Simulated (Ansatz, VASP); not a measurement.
## Two plane-wave programs on Mo

Contents of INCAR:

```
SYSTEM = Mo
PREC     = Accurate       ! precision mode
ENCUT    = 520            ! plane-wave cutoff, eV
EDIFF    = 1E-6           ! SCF threshold, eV
ISMEAR   = 0              ! smearing method
SIGMA    = 0.15           ! smearing width, eV
LREAL    = .False.        ! projectors in reciprocal space
LASPH    = .True.         ! aspherical terms in the spheres
NELM     = 80             ! most SCF steps
ALGO     = Fast           ! electronic algorithm
ISIF     = 2              ! what is computed and relaxed
LWAVE    = .False.        ! write WAVECAR
LCHARG   = .True.         ! write CHGCAR
GGA      = PE             ! functional
LELF     = .True.         ! ELF
LVHAR    = .True.       
NBANDS   = 13             ! bands
```

The input KPOINTS:

```
Automatic mesh
0
Gamma
  26 26 26
  0 0 0
```

File POSCAR:

```
Mo
1.0
   -1.5012084634      1.5012084634      1.5802194352
    1.5012084634     -1.5012084634      1.5802194352
    1.5012084634      1.5012084634     -1.5802194352
Mo
1
Direct
    0.0000000000      0.0000000000      0.0000000000
```

Input for Ansatz:

```yaml
crystal:
  lattice:
    - [-1.5012084634, 1.5012084634, 1.5802194352]
    - [1.5012084634, -1.5012084634, 1.5802194352]
    - [1.5012084634, 1.5012084634, -1.5802194352]
  atoms:
    - { symbol: Mo, position: [0.0, 0.0, 0.0] }
basis:
  ecutwfc: 420
kpoints:
  mp_grid: { grid: [26, 26, 26] }
hamiltonian:
  xc: pbe
scf:
  occupations: { method: gaussian, width: 0.15 }
output:
  forces: true
  stress: true
  eigenvalues: true
  write_density: true
  write_potential: true
  elf: true
  volumetric_format: npy
```

Change from the starting cell: strain -0.050 along x and y, +0.000 along z, atoms carried along.

Alike in both runs: task single point; functional PBE; k mesh 26 × 26 × 26; occupations gaussian, width 0.15 eV; no spin polarisation.

|  | VASP | Ansatz |
| --- | --- | --- |
| version | VASP 6.6.1 | Ansatz 0.2.0 |
| potentials or method | VASP PAW PBE potentials, release 64 (Mo_sv), cutoff 520 eV | scalar-relativistic, plane waves, PAW |
| valence electrons in the cell | 14 | 14 |

|  | VASP | Ansatz | Ansatz less VASP |
| --- | --- | --- | --- |
| gap on the k mesh at the Fermi level (eV) | none | none | - |
| pressure (GPa) | 34.2 | 33.4 | -0.78 |
| traceless stress, the component that is largest in VASP (GPa) | -12.35 | -12.36 | -0.013 |

A gap of «none» marks a metal or a gap that the smearing closes. Both programs put the cell under a high pressure, so it lies far from rest at this level.
